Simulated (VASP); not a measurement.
Set up this calculation in VASP 6.6.1, as the native input.

```
Task                   : single point
Functional             : revPBE
Dispersion             : D4
Potentials or basis    : VASP PAW PBE potentials, release 64 (Ru_pv)
Cutoff                 : 520 eV
k mesh                 : 11 × 11 × 6
Occupations            : fermi-dirac, width 0.05 eV
Spin                   : no spin polarisation
Dipole correction      : no
Further INCAR settings : ALGO = Normal; EDIFF = 1e-07; NBANDS = 21
```

The structure of Ru lies in POSCAR:

```
Ru
1.0
    2.6995350476      0.0000000000      0.0000000000
   -1.3497675238      2.3378659296      0.0000000000
    0.0000000000      0.0000000000      4.2734275688
Ru
2
Direct
    0.6666666667      0.3333333333      0.7500000000
    0.3333333333      0.6666666667      0.2500000000
```

One way to write it, as run:

INCAR

```
SYSTEM = Ru
ALGO = Normal
EDIFF = 1E-7
ENCUT = 520
GGA = RE
ISIF = 2
ISMEAR = -1
IVDW = 13
LASPH = .True.
LCHARG = .False.
LREAL = .False.
LWAVE = .False.
NBANDS = 21
NELM = 100
PREC = Accurate
SIGMA = 0.05
```

KPOINTS

```
k-points
0
Gamma
  11 11 6
  0 0 0
```

Potentials or basis: VASP PAW PBE potentials, release 64 (Ru_pv).

Launch:

```bash
$ cat potpaw_PBE.64/Ru_pv/POTCAR > POTCAR
$ mpirun -np 1 vasp_std > vasp.out
```

It gave:

```
Pressure                   : -0.1 GPa
Band gap on the k mesh     : zero (band 14 reaches 14.53 eV, above the bottom of band 15 at 11.43 eV)
Dispersion energy per atom : -0.861 eV
```

Caveat: the PAW data sets were made with another functional, which shifts forces and pressure a little; pairwise dispersion overbinds metals, which lowers pressure and volume.

Run time: 44 s on 1 thread of Intel Xeon 8259CL, on a shared host, peak memory 0.15 GiB.
